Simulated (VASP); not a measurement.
The system is GaN.

```
Ga N
1.0
     0.00000    2.25350    2.25350
     2.25350    0.00000    2.25350
     2.25350    2.25350    0.00000
Ga N
1 1
Direct
  0.00000 0.00000 0.00000
  0.25000 0.25000 0.25000
```

| Quantity | Value |
| --- | --- |
| Program | VASP 6.6.1 |
| Task | relaxation of cell and atoms |
| Functional | BLYP |
| Dispersion | D3(BJ) |
| Potentials or basis | VASP PAW PBE potentials, release 64 (Ga_d, N) |
| Cutoff | 600 eV |
| k mesh | 10 × 10 × 10 |
| Occupations | fermi-dirac, width 0.05 eV |
| Spin | no spin polarisation |

At the start: pressure 3.6 GPa; volume 11.44 Å³/atom.

Problem. How do energy, volume and symmetry change on relaxing?

Solution. Over 6 steps the energy falls by 2.6 meV/atom and the volume is 11.67 Å³/atom (+2.0 %); space group F-43m (No. 216, to 0.05 Å).

The path:
| step | energy change (eV) | largest force (eV/Å) | pressure (GPa) | volume (Å³) |
| --- | --- | --- | --- | --- |
| 1 | 0.0000 | 0.0000 | 3.61 | 22.89 |
| 2 | -0.0015 | 0.0000 | -2.91 | 23.75 |
| 3 | -0.0052 | 0.0000 | 0.19 | 23.35 |
| 4 | -0.0051 | 0.0000 | -0.23 | 23.38 |
| 5 | -0.0052 | 0.0000 | -0.14 | 23.37 |
| 6 | -0.0052 | 0.0000 | 0.12 | 23.33 |

Final structure:
```xyz
2
Lattice="0.0000 2.2681 2.2681 2.2681 0.0000 2.2681 2.2681 2.2681 0.0000" Properties=species:S:1:pos:R:3 pbc="T T T"
Ga    0.0000    0.0000    0.0000
N     1.1340    1.1340    1.1340
```

Caveat: the PAW data sets were made with another functional, which shifts forces and pressure a little.
